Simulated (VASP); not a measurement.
# Rb2Si in VASP: notebook, part 2 of 2

VASP 6.6.1. The steps go on from the part before.

## (3) Single point, PBE

This run uses another cell than the first one, of 53.66 Å³/atom.

File INCAR:

```
  PREC = Accurate
  ENCUT = 500
  EDIFF = 1E-6
  ISMEAR = 0
  SIGMA = 0.1
  LREAL = False
  LASPH = True
  NELM = 120
  ALGO = Normal
  ISIF = 2
  LWAVE = False
  LCHARG = False
  GGA = PE
  NBANDS = 31
  GGA_COMPAT = False
```

File KPOINTS:

```
Automatic mesh
0
Gamma
  6 6 8
```

File POSCAR:

```
Rb2Si
1.0
    9.2404889166      0.0000000000      0.0000000000
    0.0000000000      9.2404889166      0.0000000000
    0.0000000000      0.0000000000      3.7706504670
Rb Si
4 2
Direct
    0.2699972143      0.2699972143      0.0000000000
    0.2300027857      0.7699972143      0.5000000000
    0.7300027857      0.7300027857      0.0000000000
    0.7699972143      0.2300027857      0.5000000000
    0.0000000000      0.0000000000      0.0000000000
    0.5000000000      0.5000000000      0.5000000000
```

Potentials or basis: VASP PAW PBE potentials, release 64 (Rb_sv, Si).

Command:

```console
$ cat potpaw_PBE.64/Rb_sv/POTCAR potpaw_PBE.64/Si/POTCAR > POTCAR
$ mpirun -np 1 vasp_std > vasp.out
```

OUTCAR:

```text
PREC = Accurate
   ENCUT = 500
   EDIFF = 1E-6
   ISMEAR = 0
   LREAL = False
   LASPH = True
   NELM = 120
   ISIF = 2
   GGA = PE

 ion  position               nearest neighbor table
   1  0.270  0.270  0.000-   5 3.53   6 3.55   6 3.55   4 5.00   2 5.00   4 5.00   2 5.00   2 5.00
                             2 5.00   4 5.00   4 5.00
   2  0.230  0.770  0.500-   6 3.53   5 3.55   5 3.55   3 5.00   1 5.00   3 5.00   1 5.00   1 5.00
                             1 5.00   3 5.00   3 5.00
   3  0.730  0.730  0.000-   5 3.53   6 3.55   6 3.55   4 5.00   2 5.00   4 5.00   2 5.00   4 5.00
                             4 5.00   2 5.00   2 5.00
   4  0.770  0.230  0.500-   6 3.53   5 3.55   5 3.55   3 5.00   1 5.00   3 5.00   1 5.00   3 5.00
                             3 5.00   1 5.00   1 5.00
   5  0.000  0.000  0.000-   1 3.53   3 3.53   2 3.55   4 3.55   2 3.55   4 3.55
   6  0.500  0.500  0.500-   2 3.53   4 3.53   3 3.55   1 3.55   1 3.55   3 3.55

  LATTYP: Found a simple tetragonal cell.
 ALAT       =     9.2404889166
 C/A-ratio  =     0.4080574633

  Lattice vectors:

 A1 = (   9.2404889166,   0.0000000000,   0.0000000000)
 A2 = (   0.0000000000,   9.2404889166,   0.0000000000)
 A3 = (   0.0000000000,   0.0000000000,   3.7706504670)

Analysis of symmetry for initial positions (statically):
=====================================================================
 Subroutine PRICEL returns:
 Original cell was already a primitive cell.

 Routine SETGRP: Setting up the symmetry group for a
 simple tetragonal supercell.

 Subroutine GETGRP returns: Found 16 space group operations
 (whereof  8 operations were pure point group operations)
 out of a pool of 16 trial point group operations.

The static configuration has the point symmetry D_2h.
 The point group associated with its full space group is D_4h.

Analysis of symmetry for dynamics (positions and initial velocities):
=====================================================================
 Subroutine PRICEL returns:
 Original cell was already a primitive cell.

 Routine SETGRP: Setting up the symmetry group for a
[... 140 lines left out ...]
   GGA     = PE    functional components
   LHFCALC =     F    Hartree Fock is set to
   AEXX    =    0.0000 exact exchange contribution
   IVDW    =     0    specifies the selected vdW correction
   LEPSILON=     F    determine dielectric tensor
   LRPA    =     F    only Hartree local field effects (RPA)
 non-spin polarized calculation
 Gauss-broadening in eV      SIGMA  =   0.10
  energy-cutoff  :      500.00
  volume of cell :      321.96
 maximum number of plane-waves:      8222
 NGX is ok and might be reduce to    70
   NGX = 33   NGY = 33   NGZ = 13

 number of electron      44.0000001 magnetization

 Free energy of the ion-electron system (eV)
  ---------------------------------------------------
  ext. energy  EPLUGINS =         0.00000000
  ---------------------------------------------------
  free energy    TOTEN  =       -11.24300425 eV

  energy without entropy =      -11.19873137  energy(sigma->0) =      -11.22086781

 E-fermi :   0.7097     XC(G=0):  -6.4493

 val. band max:        0.7078828393   @ k =   0.5000   0.3333   0.5000
 cond. band min:       0.7173308455   @ k =   0.3333   0.1667   0.5000
 fundamental gap:      0.0094480062
 Fermi energy:         0.7097308911

 k-point     1 :       0.0000    0.0000    0.0000
  band No.  band energies     occupation
      1     -27.3354      2.00000
      2     -27.3320      2.00000
      3     -27.3320      2.00000
      4     -27.3290      2.00000
      5     -11.5943      2.00000
      6     -11.5492      2.00000
[... 805 lines left out ...]
     30       3.9491      0.00000
     31       4.3841      0.00000

 [... further k-points ...]

------------------------ aborting loop because EDIFF is reached ----------------------------------------

  FORCE on cell =-STRESS in cart. coord.  units (eV):
  Direction    XX          YY          ZZ          XY          YZ          ZX
  --------------------------------------------------------------------------------------
  -------------------------------------------------------------------------------------
  Total        0.0094630      0.0094630      0.0079503      0.0000000      0.0000000      0.0000000
  in kB        0.0470907      0.0470907      0.0395627      0.0000000      0.0000000      0.0000000
  external PRESSURE =       0.0445814 kB  Pullay stress =       0.0000000 kB

 VOLUME and BASIS-vectors are now :
 -----------------------------------------------------------------------------
  energy-cutoff  :      500.00
  volume of cell :      321.96
      direct lattice vectors                 reciprocal lattice vectors
     9.240488917  0.000000000  0.000000000     0.108219382  0.000000000  0.000000000
     0.000000000  9.240488917  0.000000000     0.000000000  0.108219382  0.000000000
     0.000000000  0.000000000  3.770650467     0.000000000  0.000000000  0.265206231

 POSITION                                       TOTAL-FORCE (eV/Angst)
 -----------------------------------------------------------------------------------
      2.49491      2.49491      0.00000        -0.004934     -0.004934      0.000000
      2.12534      7.11515      1.88533         0.004934     -0.004934      0.000000
      6.74558      6.74558      0.00000         0.004934      0.004934     -0.000000
      7.11515      2.12534      1.88533        -0.004934      0.004934     -0.000000
      0.00000      0.00000      0.00000        -0.000000      0.000000      0.000000
      4.62024      4.62024      1.88533        -0.000000      0.000000      0.000000
 -----------------------------------------------------------------------------------
    total drift:                                0.000000      0.000000     -0.000000

  FREE ENERGIE OF THE ION-ELECTRON SYSTEM (eV)
  ---------------------------------------------------
  free  energy   TOTEN  =       -11.2430042495 eV

  energy  without entropy=      -11.1987313723  energy(sigma->0) =      -11.22086781
```

Run time: 18 min. Hardware: 1 thread of AMD EPYC 9755, shared host; peak memory 0.54 GiB.

What came out:

| Quantity | Value |
| --- | --- |
| Free energy | -11.2430 eV |
| Pressure | 0.0 GPa |
| Largest force | 0.007 eV/Å |
| Band gap on the k mesh | zero (bands 22 and 23 overlap by 0.29 eV) |

Forces in eV/Å, atoms in the order of the input:
```
Rb  -0.005 -0.005  0.000
Rb   0.005 -0.005  0.000
Rb   0.005  0.005  0.000
Rb  -0.005  0.005  0.000
Si   0.000  0.000  0.000
Si   0.000  0.000  0.000
```

Levels at points of the mesh, in eV from the Fermi level:
| k point | band 18 | band 19 | band 20 | band 21 | band 22 | band 23 | band 24 | band 25 | band 26 | band 27 |
| --- | --- | --- | --- | --- | --- | --- | --- | --- | --- | --- |
| (0.00, 0.00, 0.00) | -6.33 | -1.35 | -1.35 | -0.44 | -0.26 | -0.26 | 0.75 | 1.98 | 2.41 | 2.49 |
| (0.50, 0.00, 0.00) | -6.54 | -1.07 | -1.07 | -0.88 | -0.88 | 0.62 | 0.62 | 2.10 | 2.10 | 2.44 |
| (0.50, 0.50, 0.00) | -6.53 | -1.43 | -1.43 | -0.35 | -0.35 | 0.99 | 0.99 | 1.27 | 1.27 | 2.40 |
| (0.00, 0.00, 0.50) | -5.68 | -1.33 | -1.33 | 0.02 | 0.02 | 0.22 | 0.22 | 2.03 | 2.03 | 2.36 |
| (0.50, 0.00, 0.50) | -5.69 | -1.37 | -1.37 | 0.02 | 0.02 | 0.27 | 0.27 | 1.92 | 1.92 | 2.44 |
| (0.50, 0.50, 0.50) | -5.69 | -1.32 | -1.32 | -0.01 | -0.01 | 0.10 | 0.10 | 2.09 | 2.09 | 2.35 |
